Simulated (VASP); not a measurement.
# Ag (Fm-3m) in VASP: further runs, part 2 of 2

VASP 6.6.1. Earlier steps stand in the parts before.

## 5. Single point, PBEsol (volume scaled by 0.8)

Input file INCAR:

```
SYSTEM = Ag
PREC = Accurate ; ENCUT = 520
EDIFF = 1E-6 ; ISMEAR = -1
SIGMA = 0.1 ; LREAL = .False.
LASPH = .True. ; NELM = 60
ALGO = Normal ; ISIF = 2
LWAVE = .False. ; LCHARG = .False.
GGA = PS ; NBANDS = 12
```

Input file KPOINTS:

```
Automatic mesh
0
Gamma
  16 16 16
  0 0 0
```

Input file POSCAR:

```
Ag
1.0
    0.0000000000      1.8818387028      1.8818387028
    1.8818387028      0.0000000000      1.8818387028
    1.8818387028      1.8818387028      0.0000000000
Ag
1
Direct
    0.0000000000      0.0000000000      0.0000000000
```

Run with:

```console
$ cat potpaw_PBE.64/Ag/POTCAR > POTCAR
$ mpirun -np 1 vasp_std > vasp.out
```

Wall time 15 s (1 thread of Intel Xeon Platinum 8375C at 2.90GHz (Ice Lake), shared host); peak memory 0.14 GiB.

The run converged. Its results:

```
Free energy : -2.9142 eV
Pressure    : 49.2 GPa
```

Levels at points of the mesh, in eV from the Fermi level:
```
           k point  band 3  band 4  band 5  band 6  band 7  band 8  band 9  band 10
(0.00, 0.00, 0.00)   -5.95   -5.95   -4.34   -4.34   16.17   21.23   21.23    21.23
(0.50, 0.00, 0.00)   -6.00   -3.12   -3.12   -1.28    5.12   15.45   20.24    20.24
(0.50, 0.50, 0.00)   -3.16   -2.80   -2.80    1.22    8.83   11.77   11.77    20.40
```

Caveat: the PAW data sets were made with another functional, which shifts forces and pressure a little.

## 6. Single point, PBEsol (volume scaled by 0.88)

Input file INCAR:

```
ALGO     = Normal         # electronic algorithm
EDIFF    = 1E-6           # SCF threshold, eV
ENCUT    = 520            # plane-wave cutoff, eV
GGA      = PS             # functional
ISIF     = 2              # what is computed and relaxed
ISMEAR   = -1             # smearing method
LASPH    = T              # aspherical terms in the spheres
LCHARG   = F              # write CHGCAR
LREAL    = F              # projectors in reciprocal space
LWAVE    = F              # write WAVECAR
NBANDS   = 12             # bands
NELM     = 100            # most SCF steps
PREC     = Accurate       # precision mode
SIGMA    = 0.1            # smearing width, eV
```

Input file KPOINTS:

```
k-points
0
Gamma
  16 16 16
```

Input file POSCAR:

```
Ag
1.0
    0.0000000000      1.9425846734      1.9425846734
    1.9425846734      0.0000000000      1.9425846734
    1.9425846734      1.9425846734      0.0000000000
Ag
1
Direct
    0.0000000000      0.0000000000      0.0000000000
```

Potentials or basis: VASP PAW PBE potentials, release 64 (Ag).

Run with:

```console
$ cat potpaw_PBE.64/Ag/POTCAR > POTCAR
$ mpirun -np 1 vasp_std > vasp.out
```

OUTCAR:

```text
EDIFF = 1E-6
   ENCUT = 520
   GGA = PS
   ISIF = 2
   ISMEAR = -1
   LASPH = T
   LREAL = F
   NELM = 100
   PREC = Accurate

 ion  position               nearest neighbor table
   1  0.000  0.000  0.000-

  LATTYP: Found a face centered cubic cell.
 ALAT       =     3.8851693468

  Lattice vectors:

 A1 = (   0.0000000000,   1.9425846734,   1.9425846734)
 A2 = (   1.9425846734,   0.0000000000,   1.9425846734)
 A3 = (   1.9425846734,   1.9425846734,   0.0000000000)

Analysis of symmetry for initial positions (statically):
=====================================================================
 Subroutine PRICEL returns:
 Original cell was already a primitive cell.

 Routine SETGRP: Setting up the symmetry group for a
 face centered cubic supercell.

 Subroutine GETGRP returns: Found 48 space group operations
 (whereof 48 operations were pure point group operations)
 out of a pool of 48 trial point group operations.

The static configuration has the point symmetry O_h .

Analysis of symmetry for dynamics (positions and initial velocities):
=====================================================================
 Subroutine PRICEL returns:
 Original cell was already a primitive cell.

 Routine SETGRP: Setting up the symmetry group for a
 face centered cubic supercell.

 Subroutine GETGRP returns: Found 48 space group operations
 (whereof 48 operations were pure point group operations)
 out of a pool of 48 trial point group operations.

The dynamic configuration has the point symmetry O_h .

 Subroutine INISYM returns: Found 48 space group operations
 (whereof 48 operations are pure point group operations),
 and found     1 'primitive' translations

----------------------------------------------------------------------------------------

                                     Primitive cell

  volume of cell :      14.6612

  direct lattice vectors                    reciprocal lattice vectors
[... 105 lines left out ...]
     AMIX_MAG =   1.60;   BMIX_MAG =  1.00
  volume/ion in A,a.u.               =      14.66        98.94
  Fermi-wavevector in a.u.,A,eV,Ry     =   1.487587  2.811132 30.108546  2.212916
  Thomas-Fermi vector in A             =   2.600729
   LORBIT       =      0    0 simple, 1 ext, 2 COOP (PROOUT), +10 PAW based schemes
   GGA     = PS    functional components
   LHFCALC =     F    Hartree Fock is set to
   AEXX    =    0.0000 exact exchange contribution
   IVDW    =     0    specifies the selected vdW correction
   LEPSILON=     F    determine dielectric tensor
   LRPA    =     F    only Hartree local field effects (RPA)
 non-spin polarized calculation
  energy-cutoff  :      520.00
  volume of cell :       14.66
 maximum number of plane-waves:       411
   NGX = 11   NGY = 11   NGZ = 11

 number of electron      11.0000003 magnetization

 Free energy of the ion-electron system (eV)
  ---------------------------------------------------
  ext. energy  EPLUGINS =         0.00000000
  ---------------------------------------------------
  free energy    TOTEN  =        -3.19864479 eV

  energy without entropy =       -3.19097766  energy(sigma->0) =       -3.19481123

 E-fermi :  10.5257     XC(G=0): -13.3363

 val. band max:       10.5149284692   @ k =   0.5000   0.1875   0.0625
 cond. band min:      10.5742985108   @ k =   0.5000   0.3125   0.1250
 fundamental gap:      0.0593700416
 Fermi energy:        10.5257173439

 k-point     1 :       0.0000    0.0000    0.0000
  band No.  band energies     occupation
      1       1.4981      2.00000
      2       5.1289      2.00000
      3       5.1289      2.00000
      4       5.1289      2.00000
      5       6.4933      2.00000
      6       6.4933      2.00000
      7      26.7408      0.00000
      8      31.2160      0.00000
      9      31.2160      0.00000
     10      31.2160      0.00000
     11      36.4657      0.00000
     12      38.7781      0.00000
[... 331 lines left out ...]
 k-point    24 :      -0.0625    0.0625    0.0000
  band No.  band energies     occupation
      1       1.8618      2.00000
      2       5.0103      2.00000
      3       5.2319      2.00000
      4       5.2674      2.00000
      5       6.3842      2.00000
      6       6.5175      2.00000
      7      26.9514      0.00000
      8      29.2250      0.00000
      9      30.7922      0.00000
     10      31.9107      0.00000
     11      36.2576      0.00000
     12      38.2425      0.00000

 [... further k-points ...]
[... 5 lines left out ...]
  --------------------------------------------------------------------------------------
  -------------------------------------------------------------------------------------
  Total        1.9604428      1.9604428      1.9604428      0.0000000     -0.0000000     -0.0000000
  in kB      214.2372054    214.2372054    214.2372054      0.0000000     -0.0000000     -0.0000000
  external PRESSURE =     214.2372054 kB  Pullay stress =       0.0000000 kB

 VOLUME and BASIS-vectors are now :
 -----------------------------------------------------------------------------
  energy-cutoff  :      520.00
  volume of cell :       14.66
      direct lattice vectors                 reciprocal lattice vectors
     0.000000000  1.942584673  1.942584673    -0.257389038  0.257389038  0.257389038
     1.942584673  0.000000000  1.942584673     0.257389038 -0.257389038  0.257389038
     1.942584673  1.942584673  0.000000000     0.257389038  0.257389038 -0.257389038

 POSITION                                       TOTAL-FORCE (eV/Angst)
 -----------------------------------------------------------------------------------
      0.00000      0.00000      0.00000         0.000000      0.000000      0.000000
 -----------------------------------------------------------------------------------
    total drift:                                0.000000      0.000000      0.000000

  FREE ENERGIE OF THE ION-ELECTRON SYSTEM (eV)
  ---------------------------------------------------
  free  energy   TOTEN  =        -3.1986447949 eV

  energy  without entropy=       -3.1909776643  energy(sigma->0) =       -3.19481123
```

Run time: 15 s. Hardware: 1 thread of Intel Xeon Platinum 8375C at 2.90GHz (Ice Lake), shared host; peak memory 0.14 GiB.

What came out:

| Item | Value |
| --- | --- |
| Free energy | -3.1986 eV |
| Pressure | 21.4 GPa |

Levels at points of the mesh, in eV from the Fermi level:
| k point | band 3 | band 4 | band 5 | band 6 | band 7 | band 8 | band 9 | band 10 |
| --- | --- | --- | --- | --- | --- | --- | --- | --- |
| (0.00, 0.00, 0.00) | -5.40 | -5.40 | -4.03 | -4.03 | 16.22 | 20.69 | 20.69 | 20.69 |
| (0.50, 0.00, 0.00) | -5.43 | -2.99 | -2.99 | -0.90 | 4.51 | 15.47 | 19.36 | 19.36 |
| (0.50, 0.50, 0.00) | -3.03 | -2.72 | -2.72 | 1.39 | 7.99 | 11.36 | 11.36 | 19.10 |

Caveat: the PAW data sets were made with another functional, which shifts forces and pressure a little.

## 7. Summary

```csv
cell,gap on the mesh (eV),pressure (GPa)
"a = 2.471 Å, angles 60.0°, 1 atom",none,182.4
"a = 2.569 Å, angles 60.0°, 1 atom",none,97.2
"a = 2.661 Å, angles 60.0°, 1 atom",none,49.2
"a = 2.747 Å, angles 60.0°, 1 atom",none,21.4
```

Alike in all rows: task single point; level PBEsol; potentials or basis VASP PAW PBE potentials, release 64 (Ag); no spin polarisation; k mesh 16 × 16 × 16; cutoff (eV) 520; smearing fermi-dirac 0.1 eV.

Caveats: the PAW data sets were made with another functional, which shifts forces and pressure a little.

Absolute energies hang on the potentials; compare differences alone.
